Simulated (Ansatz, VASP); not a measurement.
# Re in VASP and in Ansatz

```
CELL_PARAMETERS angstrom
2.76080 0.00000 0.00000
-1.38040 2.39092 0.00000
0.00000 0.00000 4.45820
ATOMIC_POSITIONS crystal
Re 0.66667 0.33333 0.75000
Re 0.33333 0.66667 0.25000
```

Alike in both runs: functional BLYP; k mesh 11 × 11 × 6; occupations fermi-dirac, width 0.05 eV; no spin polarisation.

|  | VASP | Ansatz |
| --- | --- | --- |
| version | VASP 6.6.1 | Ansatz 0.2.0 |
| potentials or method | VASP PAW PBE potentials, release 64 (Re_sv_GW) | Ansatz PAW |
| plane-wave cutoff (eV) | 560 | 420 |
| valence electrons in the cell | 30 | 30 |
| task | single point | band structure |

VASP gave:

* gap on the k mesh at the Fermi level (eV): none
* pressure (GPa): 19.7
* traceless stress, the component that is largest in VASP (GPa): -0.58

Q: Estimate Ansatz's values.

A: gap on the k mesh at the Fermi level (eV): none; pressure (GPa): 19.6; traceless stress, the component that is largest in VASP (GPa): -0.50.

VASP's potentials were made for PBE, not for BLYP. A gap of «none» marks a metal or a gap that the smearing closes. With one functional, cell and mesh, what is left measures potentials, basis and numerics.

Spin-orbit coupling is off throughout.
